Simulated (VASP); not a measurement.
# AlRu (Pm-3m) in VASP: a series of runs

The runs below take AlRu through single point, relaxation of cell and atoms, with LDA.

Program: VASP 6.6.1. These are calculated values, not measurements. Logs are shortened: lines on timing, memory, paths and dates and some standing lists are left out, and cuts for length are marked.

## Step 1: The cell of the first run

It takes space group Pm-3m (No. 221, cubic). The conventional cell has a = 2.934 Å, b = 2.934 Å, c = 2.934 Å, α = 90.00°, β = 90.00°, γ = 90.00°. Al (site symmetry m-3m) has 8 Ru at 2.54 Å and 6 Al at 2.93 Å within 3.4 Å. Within 3.4 Å of Ru (site symmetry m-3m) lie 8 Al at 2.54 Å and 6 Ru at 2.93 Å.

## Step 2: Single point, LDA

The input, INCAR:

```
PREC = Accurate ; ENCUT = 500
EDIFF = 1E-6 ; ISMEAR = -1
SIGMA = 0.05 ; LREAL = F
LASPH = T ; NELM = 120
ALGO = Normal ; ISIF = 2
LWAVE = F ; LCHARG = F
GGA = CA ; NBANDS = 16
GGA_COMPAT = F
```

The input, KPOINTS:

```
regular mesh
0
Gamma
  16 16 16
```

The input, POSCAR:

```
AlRu
1.0
    2.9338455642      0.0000000000      0.0000000000
    0.0000000000      2.9338455642      0.0000000000
    0.0000000000      0.0000000000      2.9338455642
Al Ru
1 1
Direct
    0.0000000000      0.0000000000      0.0000000000
    0.5000000000      0.5000000000      0.5000000000
```

Potentials or basis: VASP PAW LDA potentials, release 64 (Al, Ru_pv).

Command:

```console
cat potpaw_LDA.64/Al/POTCAR potpaw_LDA.64/Ru_pv/POTCAR > POTCAR
mpirun -np 1 vasp_std > vasp.out
```

OUTCAR:

```text
PREC = Accurate
   ENCUT = 500
   EDIFF = 1E-6
   ISMEAR = -1
   LREAL = F
   LASPH = T
   NELM = 120
   ISIF = 2
   GGA = CA

 ion  position               nearest neighbor table
   1  0.000  0.000  0.000-   2 2.54   2 2.54   2 2.54   2 2.54   2 2.54   2 2.54   2 2.54   2 2.54

   2  0.500  0.500  0.500-   1 2.54   1 2.54   1 2.54   1 2.54   1 2.54   1 2.54   1 2.54   1 2.54

  LATTYP: Found a simple cubic cell.
 ALAT       =     2.9338455642

  Lattice vectors:

 A1 = (   2.9338455642,   0.0000000000,   0.0000000000)
 A2 = (   0.0000000000,   2.9338455642,   0.0000000000)
 A3 = (   0.0000000000,   0.0000000000,   2.9338455642)

Analysis of symmetry for initial positions (statically):
=====================================================================
 Subroutine PRICEL returns:
 Original cell was already a primitive cell.

 Routine SETGRP: Setting up the symmetry group for a
 simple cubic supercell.

 Subroutine GETGRP returns: Found 48 space group operations
 (whereof 48 operations were pure point group operations)
 out of a pool of 48 trial point group operations.

The static configuration has the point symmetry O_h .

Analysis of symmetry for dynamics (positions and initial velocities):
=====================================================================
 Subroutine PRICEL returns:
 Original cell was already a primitive cell.

 Routine SETGRP: Setting up the symmetry group for a
 simple cubic supercell.

 Subroutine GETGRP returns: Found 48 space group operations
 (whereof 48 operations were pure point group operations)
 out of a pool of 48 trial point group operations.

The dynamic configuration has the point symmetry O_h .

 Subroutine INISYM returns: Found 48 space group operations
 (whereof 48 operations are pure point group operations),
 and found     1 'primitive' translations

----------------------------------------------------------------------------------------

                                     Primitive cell

  volume of cell :      25.2529

  direct lattice vectors                    reciprocal lattice vectors
     2.933845564  0.000000000  0.000000000     0.340849570  0.000000000  0.000000000
     0.000000000  2.933845564  0.000000000     0.000000000  0.340849570  0.000000000
     0.000000000  0.000000000  2.933845564     0.000000000  0.000000000  0.340849570

  length of vectors
     2.933845564  2.933845564  2.933845564     0.340849570  0.340849570  0.340849570

  position of ions in fractional coordinates (direct lattice)
     0.000000000  0.000000000  0.000000000
     0.500000000  0.500000000  0.500000000

  ion indices of the primitive-cell ions
   primitive index   ion index
                 1           1
                 2           2

----------------------------------------------------------------------------------------

 KPOINTS: regular mesh

Automatic generation of k-mesh.
 Grid dimensions read from file:
 generate k-points for:   16   16   16

 Generating k-lattice:

  Cartesian coordinates                     Fractional coordinates (reciprocal lattice)
     0.021303098  0.000000000  0.000000000     0.062500000  0.000000000  0.000000000
     0.000000000  0.021303098  0.000000000     0.000000000  0.062500000  0.000000000
     0.000000000  0.000000000  0.021303098     0.000000000  0.000000000  0.062500000

  Length of vectors
     0.021303098  0.021303098  0.021303098

  Shift w.r.t. Gamma in fractional coordinates (k-lattice)
     0.000000000  0.000000000  0.000000000

 Subroutine IBZKPT returns following result:
 ===========================================

 Found    165 irreducible k-points:

 Following reciprocal coordinates:
            Coordinates               Weight
  0.000000  0.000000  0.000000      1.000000
  0.062500  0.000000  0.000000      6.000000
  0.125000  0.000000  0.000000      6.000000
  0.187500  0.000000  0.000000      6.000000
  0.250000  0.000000  0.000000      6.000000
  0.312500  0.000000  0.000000      6.000000
[... 16 lines left out ...]
  0.437500  0.125000  0.000000     24.000000
  0.500000  0.125000  0.000000     12.000000
 [... further k-points ...]
   k-points           NKPTS =    165   k-points in BZ     NKDIM =    165   number of bands    NBANDS=     16
   number of dos      NEDOS =    301   number of ions     NIONS =      2
   total plane-waves  NPLWV =  13824
   dimension x,y,z NGX =    24 NGY =   24 NGZ =   24
   dimension x,y,z NGXF=    48 NGYF=   48 NGZF=   48
   ions per type =               1   1
   NGX,Y,Z   is equivalent  to a cutoff of  13.60, 13.60, 13.60 a.u.
   NGXF,Y,Z  is equivalent  to a cutoff of  27.20, 27.20, 27.20 a.u.
 SYSTEM =  unknown system
   PREC   = accura    normal or accurate (medium, high low for compatibility)
   ISTART =      0    job   : 0-new  1-cont  2-samecut
   ICHARG =      2    charge: 1-file 2-atom 10-const
   ISPIN  =      1    spin polarized calculation?
   LNONCOLLINEAR =      F non collinear calculations
   LSORBIT =      F    spin-orbit coupling
   LASPH  =      T    aspherical Exc in radial PAW
   ENCUT  =  500.0 eV  36.75 Ry    6.06 a.u.   5.35  5.35  5.35*2*pi/ulx,y,z
   NELM   =    120;   NELMIN=  2; NELMDL= -5     # of ELM steps
   EDIFF  = 0.1E-05   stopping-criterion for ELM
   LREAL  =      F    real-space projection
   EDIFFG = 0.1E-04   stopping-criterion for IOM
   NSW    =      0    number of steps for IOM
   IBRION =     -1    ionic relax: 0-MD 1-quasi-New 2-CG
   NFREE  =      0    steps in history (QN), initial steepest desc. (CG)
   ISIF   =      2    stress and relaxation
   ISYM   =      2    0-nonsym 1-usesym 2-fastsym
   POTIM  = 0.5000    time-step for ionic-motion
   TEBEG  =    0.0;   TEEND  =   0.0 temperature during run
   PSTRESS=    0.0 pullay stress
   NELECT =      17.0000    total number of electrons
   NUPDOWN=      -1.0000    fix difference up-down
   EMIN   =  10.00;   EMAX   =-10.00  energy-range for DOS
   EFERMI =   0.00;   METHOD = LEGACY
   ISMEAR =    -1;   SIGMA  =   0.05  broadening in eV -4-tet -1-fermi 0-gaus
   EFERMI_NEDOS =   21; number of points for ismear=-14 and -15
   IALGO  =     38    algorithm
   IMIX   =      4    mixing-type and parameters
     AMIX     =   0.40;   BMIX     =  1.00
     AMIX_MAG =   1.60;   BMIX_MAG =  1.00
  volume/ion in A,a.u.               =      12.63        85.21
  Fermi-wavevector in a.u.,A,eV,Ry     =   1.434786  2.711353 28.009113  2.058612
  Thomas-Fermi vector in A             =   2.554157
   LORBIT       =      0    0 simple, 1 ext, 2 COOP (PROOUT), +10 PAW based schemes
   GGA     = CA    functional components
   LHFCALC =     F    Hartree Fock is set to
   AEXX    =    0.0000 exact exchange contribution
   IVDW    =     0    specifies the selected vdW correction
   LEPSILON=     F    determine dielectric tensor
   LRPA    =     F    only Hartree local field effects (RPA)
 non-spin polarized calculation
  energy-cutoff  :      500.00
  volume of cell :       25.25
 maximum number of plane-waves:       657
 NGX is ok and might be reduce to    24
   NGX = 11   NGY = 11   NGZ = 11

 number of electron      17.0000002 magnetization

 Free energy of the ion-electron system (eV)
  ---------------------------------------------------
  ext. energy  EPLUGINS =         0.00000000
  ---------------------------------------------------
  free energy    TOTEN  =       -16.17662694 eV

  energy without entropy =      -16.16346388  energy(sigma->0) =      -16.17004541

 E-fermi :  11.3864     XC(G=0): -13.0955

 val. band max:       11.3859970564   @ k =   0.3750   0.1250   0.0625
 cond. band min:      11.3944335180   @ k =   0.4375   0.4375   0.1250
 fundamental gap:      0.0084364616
 Fermi energy:        11.3863602751

 k-point     1 :       0.0000    0.0000    0.0000
  band No.  band energies     occupation
      1     -30.2218      2.00000
      2     -30.2218      2.00000
      3     -30.2218      2.00000
      4       1.3610      2.00000
      5       7.4397      2.00000
      6       7.4397      2.00000
[... 8 lines left out ...]
     15      23.0436      0.00000
     16      27.4137      0.00000

 k-point     2 :       0.0625    0.0000    0.0000
  band No.  band energies     occupation
      1     -30.2321      2.00000
      2     -30.2209      2.00000
      3     -30.2209      2.00000
      4       1.4402      2.00000
      5       7.4681      2.00000
      6       7.4723      2.00000
[... 8 lines left out ...]
     15      23.0605      0.00000
     16      27.6469      0.00000

 k-point     3 :       0.1250    0.0000    0.0000
  band No.  band energies     occupation
      1     -30.2613      2.00000
      2     -30.2184      2.00000
      3     -30.2184      2.00000
      4       1.6749      2.00000
      5       7.5505      2.00000
      6       7.5539      2.00000
[... 8 lines left out ...]
     15      23.6895      0.00000
     16      28.3744      0.00000

 k-point     4 :       0.1875    0.0000    0.0000
  band No.  band energies     occupation
      1     -30.3048      2.00000
      2     -30.2148      2.00000
      3     -30.2148      2.00000
      4       2.0557      2.00000
      5       7.6329      2.00000
      6       7.6785      2.00000
[... 8 lines left out ...]
     15      24.2609      0.00000
     16      29.5062      0.00000
[... 324 lines left out ...]
 k-point    22 :       0.3750    0.1250    0.0000
  band No.  band energies     occupation
      1     -30.4442      2.00000
      2     -30.2403      2.00000
      3     -30.1990      2.00000
      4       4.1339      2.00000
      5       7.0086      2.00000
      6       8.3154      2.00000
[... 8 lines left out ...]
     15      24.9008      0.00000
     16      25.9693      0.00000

 k-point    23 :       0.4375    0.1250    0.0000
  band No.  band energies     occupation
      1     -30.4724      2.00000
      2     -30.2376      2.00000
      3     -30.1965      2.00000
      4       4.8722      2.00000
      5       6.3672      2.00000
      6       8.4382      2.00000
[... 8 lines left out ...]
     15      23.8984      0.00000
     16      24.9897      0.00000

 k-point    24 :       0.5000    0.1250    0.0000
  band No.  band energies     occupation
      1     -30.4823      2.00000
      2     -30.2367      2.00000
      3     -30.1956      2.00000
      4       5.5715      2.00000
      5       5.6951      2.00000
      6       8.4854      2.00000
[... 8 lines left out ...]
     15      23.4503      0.00000
     16      24.3599      0.00000

 [... further k-points ...]

------------------------ aborting loop because EDIFF is reached ----------------------------------------

  FORCE on cell =-STRESS in cart. coord.  units (eV):
  Direction    XX          YY          ZZ          XY          YZ          ZX
  --------------------------------------------------------------------------------------
  -------------------------------------------------------------------------------------
  Total        0.8849369      0.8849369      0.8849369      0.0000000      0.0000000     -0.0000000
  in kB       56.1450093     56.1450093     56.1450093      0.0000000      0.0000000     -0.0000000
  external PRESSURE =      56.1450093 kB  Pullay stress =       0.0000000 kB

 VOLUME and BASIS-vectors are now :
 -----------------------------------------------------------------------------
  energy-cutoff  :      500.00
  volume of cell :       25.25
      direct lattice vectors                 reciprocal lattice vectors
     2.933845564  0.000000000  0.000000000     0.340849570  0.000000000  0.000000000
     0.000000000  2.933845564  0.000000000     0.000000000  0.340849570  0.000000000
     0.000000000  0.000000000  2.933845564     0.000000000  0.000000000  0.340849570

 POSITION                                       TOTAL-FORCE (eV/Angst)
 -----------------------------------------------------------------------------------
      0.00000      0.00000      0.00000         0.000000      0.000000      0.000000
      1.46692      1.46692      1.46692         0.000000      0.000000      0.000000
 -----------------------------------------------------------------------------------
    total drift:                                0.000000     -0.000000     -0.000000

  FREE ENERGIE OF THE ION-ELECTRON SYSTEM (eV)
  ---------------------------------------------------
  free  energy   TOTEN  =       -16.1766269398 eV

  energy  without entropy=      -16.1634638811  energy(sigma->0) =      -16.17004541
```

Run time: 30 s. Hardware: 1 thread of AMD EPYC 9R45 (Zen 5), shared host; peak memory 0.15 GiB.

What came out:

```
Free energy : -16.1766 eV
Pressure    : 5.6 GPa
```

Levels at points of the mesh, in eV from the Fermi level:
```csv
k point,band 5,band 6,band 7,band 8,band 9,band 10,band 11,band 12,band 13,band 14
"(0.00, 0.00, 0.00)",-3.95,-3.95,0.19,0.19,0.19,6.29,6.29,6.29,11.36,11.36
"(0.50, 0.00, 0.00)",-5.58,-3.08,-1.76,-1.76,0.47,2.47,7.43,11.27,11.27,11.66
"(0.50, 0.50, 0.00)",-3.36,-1.40,-1.40,-1.30,-1.30,1.64,5.64,6.82,10.91,11.66
"(0.50, 0.50, 0.50)",-4.98,-4.98,1.74,1.74,2.82,4.25,4.25,4.25,9.12,9.12
```

## Step 3: Single point, LDA

The input, INCAR:

```
SYSTEM = AlRu
PREC = Accurate
ENCUT = 500
EDIFF = 1E-6
ISMEAR = -1
SIGMA = 0.05
LREAL = .False.
LASPH = .True.
NELM = 120
ALGO = Normal
ISIF = 2
LWAVE = .False.
LCHARG = .True.
LELF = .True.
LVHAR = .True.
NBANDS = 16
GGA_COMPAT = .False.
```

The input, KPOINTS:

```
Automatic mesh
0
Gamma
  16 16 16
  0 0 0
```

The input, POSCAR:

```
AlRu
1.0
    2.9336207286      0.0000000000      0.0000000000
    0.0000000000      2.9336207286      0.0000000000
    0.0000000000      0.0000000000      2.9336207286
Al Ru
1 1
Direct
    0.0000000000      0.0000000000      0.0000000000
    0.5000000000      0.5000000000      0.5000000000
```

Potentials or basis: VASP PAW LDA potentials, release 64 (Al, Ru_pv).

Command:

```console
cat potpaw_LDA.64/Al/POTCAR potpaw_LDA.64/Ru_pv/POTCAR > POTCAR
mpirun -np 1 vasp_std > vasp.out
```

OUTCAR:

```text
SYSTEM = AlRu
   PREC = Accurate
   ENCUT = 500
   EDIFF = 1E-6
   ISMEAR = -1
   LREAL = .False.
   LASPH = .True.
   NELM = 120
   ISIF = 2

 ion  position               nearest neighbor table
   1  0.000  0.000  0.000-   2 2.54   2 2.54   2 2.54   2 2.54   2 2.54   2 2.54   2 2.54   2 2.54

   2  0.500  0.500  0.500-   1 2.54   1 2.54   1 2.54   1 2.54   1 2.54   1 2.54   1 2.54   1 2.54

  LATTYP: Found a simple cubic cell.
 ALAT       =     2.9336207286

  Lattice vectors:

 A1 = (   2.9336207286,   0.0000000000,   0.0000000000)
 A2 = (   0.0000000000,   2.9336207286,   0.0000000000)
 A3 = (   0.0000000000,   0.0000000000,   2.9336207286)

Analysis of symmetry for initial positions (statically):
=====================================================================
 Subroutine PRICEL returns:
 Original cell was already a primitive cell.

 Routine SETGRP: Setting up the symmetry group for a
 simple cubic supercell.

 Subroutine GETGRP returns: Found 48 space group operations
 (whereof 48 operations were pure point group operations)
 out of a pool of 48 trial point group operations.

The static configuration has the point symmetry O_h .

[... 159 lines left out ...]

 E-fermi :  11.3898     XC(G=0): -13.0967

 val. band max:       11.3894367029   @ k =   0.3750   0.1250   0.0625
 cond. band min:      11.3979219001   @ k =   0.4375   0.4375   0.1250
 fundamental gap:      0.0084851972
 Fermi energy:        11.3898159023

 k-point     1 :       0.0000    0.0000    0.0000
  band No.  band energies     occupation
      1     -30.2184      2.00000
      2     -30.2184      2.00000
      3     -30.2184      2.00000
      4       1.3630      2.00000
      5       7.4418      2.00000
      6       7.4418      2.00000
[... 433 lines left out ...]
      3     -30.1922      2.00000
      4       5.5738      2.00000
      5       5.6980      2.00000
      6       8.4878      2.00000
[... 8 lines left out ...]
     15      23.4551      0.00000
     16      24.3661      0.00000

 [... further k-points ...]

------------------------ aborting loop because EDIFF is reached ----------------------------------------

  FORCE on cell =-STRESS in cart. coord.  units (eV):
  Direction    XX          YY          ZZ          XY          YZ          ZX
  --------------------------------------------------------------------------------------
  -------------------------------------------------------------------------------------
  Total        0.8939979      0.8939979      0.8939979      0.0000000      0.0000000      0.0000000
  in kB       56.7329256     56.7329256     56.7329256      0.0000000      0.0000000      0.0000000
  external PRESSURE =      56.7329256 kB  Pullay stress =       0.0000000 kB

 VOLUME and BASIS-vectors are now :
 -----------------------------------------------------------------------------
  energy-cutoff  :      500.00
  volume of cell :       25.25
      direct lattice vectors                 reciprocal lattice vectors
     2.933620729  0.000000000  0.000000000     0.340875693  0.000000000  0.000000000
     0.000000000  2.933620729  0.000000000     0.000000000  0.340875693  0.000000000
     0.000000000  0.000000000  2.933620729     0.000000000  0.000000000  0.340875693

 POSITION                                       TOTAL-FORCE (eV/Angst)
 -----------------------------------------------------------------------------------
      0.00000      0.00000      0.00000         0.000000      0.000000      0.000000
      1.46681      1.46681      1.46681         0.000000      0.000000      0.000000
 -----------------------------------------------------------------------------------
    total drift:                                0.000000     -0.000000     -0.000000

  FREE ENERGIE OF THE ION-ELECTRON SYSTEM (eV)
  ---------------------------------------------------
  free  energy   TOTEN  =       -16.1764217115 eV

  energy  without entropy=      -16.1632621566  energy(sigma->0) =      -16.16984193
```

OSZICAR:

```text
N       E                     dE             d eps       ncg     rms          rms(c)
DAV:   1     0.111962115261E+03    0.11196E+03   -0.90347E+03  5512   0.969E+02
DAV:   2    -0.150550754913E+02   -0.12702E+03   -0.12118E+03  6216   0.292E+02
DAV:   3    -0.168694710644E+02   -0.18144E+01   -0.18091E+01  7056   0.365E+01
DAV:   4    -0.168802268744E+02   -0.10756E-01   -0.10744E-01  6192   0.301E+00
DAV:   5    -0.168803430151E+02   -0.11614E-03   -0.11611E-03  6328   0.302E-01    0.140E+01
DAV:   6    -0.162646802009E+02    0.61566E+00   -0.21961E+00  5568   0.161E+01    0.258E+00
DAV:   7    -0.161968426252E+02    0.67838E-01   -0.15586E-01  5488   0.454E+00    0.244E+00
DAV:   8    -0.161766716444E+02    0.20171E-01   -0.18781E-02  6248   0.102E+00    0.207E-01
DAV:   9    -0.161764387720E+02    0.23287E-03   -0.37204E-04  6216   0.181E-01    0.136E-01
DAV:  10    -0.161764222023E+02    0.16570E-04   -0.22716E-05  6104   0.493E-02    0.900E-03
DAV:  11    -0.161764217115E+02    0.49085E-06   -0.81523E-07  4896   0.956E-03
   1 F= -.16176422E+02 E0= -.16169842E+02  d E =-.131596E-01
```

Run time: 33 s. Hardware: 1 thread of AMD EPYC 9R45 (Zen 5), shared host; peak memory 0.14 GiB.

Results:

```
Free energy : -16.1764 eV
Pressure    : 5.7 GPa
```

[end of part 1 of 2]
